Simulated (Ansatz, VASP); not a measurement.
## Ag in VASP and in Ansatz

Contents of POSCAR:

```
Ag
1.0
   -1.6556540000      1.5935669750      1.5935669750
    1.6556540000     -1.7177410250      1.7177410250
    1.6556540000      1.7177410250     -1.7177410250
Ag
1
Direct
    0.0000000000      0.0000000000      0.0000000000
```

File INCAR.step1:

```
SYSTEM = Ag
PREC     = Accurate       ! precision mode
ENCUT    = 520            ! plane-wave cutoff, eV
ISMEAR   = 0              ! smearing method
SIGMA    = 0.15           ! smearing width, eV
LREAL    = .FALSE.        ! projectors in reciprocal space
LASPH    = .TRUE.         ! aspherical terms in the spheres
NELM     = 100            ! most SCF steps
NBANDS   = 12             ! bands
GGA      = PE             ! functional
ALGO     = Normal         ! electronic algorithm
EDIFF    = 1E-4           ! SCF threshold, eV
LWAVE    = .TRUE.         ! write WAVECAR
LCHARG   = .FALSE.        ! write CHGCAR
```

File INCAR.step2:

```
SYSTEM = Ag
PREC     = Accurate       ! precision mode
ENCUT    = 520            ! plane-wave cutoff, eV
EDIFF    = 1E-6           ! SCF threshold, eV
ISMEAR   = 0              ! smearing method
SIGMA    = 0.15           ! smearing width, eV
LREAL    = .FALSE.        ! projectors in reciprocal space
LASPH    = .TRUE.         ! aspherical terms in the spheres
NELM     = 100            ! most SCF steps
ALGO     = Normal         ! electronic algorithm
ISIF     = 2              ! what is computed and relaxed
LWAVE    = .FALSE.        ! write WAVECAR
LCHARG   = .TRUE.         ! write CHGCAR
METAGGA  = R2SCAN         ! meta-GGA
LMIXTAU  = .TRUE.       
LELF     = .TRUE.         ! ELF
LVHAR    = .TRUE.       
NBANDS   = 12             ! bands
ISTART   = 1
```

File KPOINTS:

```
Automatic mesh
0
G
  20 20 20
  0 0 0
```

Input for Ansatz:

```yaml
crystal:
  lattice:
    - [-1.655654, 1.593566975, 1.593566975]
    - [1.655654, -1.717741025, 1.717741025]
    - [1.655654, 1.717741025, -1.717741025]
  atoms:
    - { symbol: Ag, position: [0.0, 0.0, 0.0] }
basis:
  ecutwfc: 500
kpoints:
  mp_grid: { grid: [20, 20, 20] }
hamiltonian:
  xc: r2scan
scf:
  occupations: { method: gaussian, width: 0.15 }
output:
  forces: true
  stress: true
  eigenvalues: true
```

Change from the starting cell: strain -0.0750 x Voigt [0, 0, 0, 1, 0, 0], atoms carried along.

Alike in both runs: task single point; functional r2SCAN; k mesh 20 × 20 × 20; occupations gaussian, width 0.15 eV; no spin polarisation.

```csv
,VASP,Ansatz
version,VASP 6.6.1,Ansatz 0.2.0
potentials or method,"VASP PAW PBE potentials, release 64 (Ag), cutoff 520 eV","scalar-relativistic, plane waves, PAW"
valence electrons in the cell,11,19
```

```csv
,VASP,Ansatz,Ansatz less VASP
gap on the k mesh at the Fermi level (eV),none,none,-
pressure (GPa),-3.0,-3.1,-0.10
"traceless stress, the component that is largest in VASP (GPa)",3.19,3.14,-0.056
```

VASP's potentials were made for PBE, not for r2SCAN. A gap of «none» marks a metal or a gap that the smearing closes. VASP's potentials hold 11 valence electrons a cell and Ansatz's 19, so a difference there can come from the potentials and not from the codes.
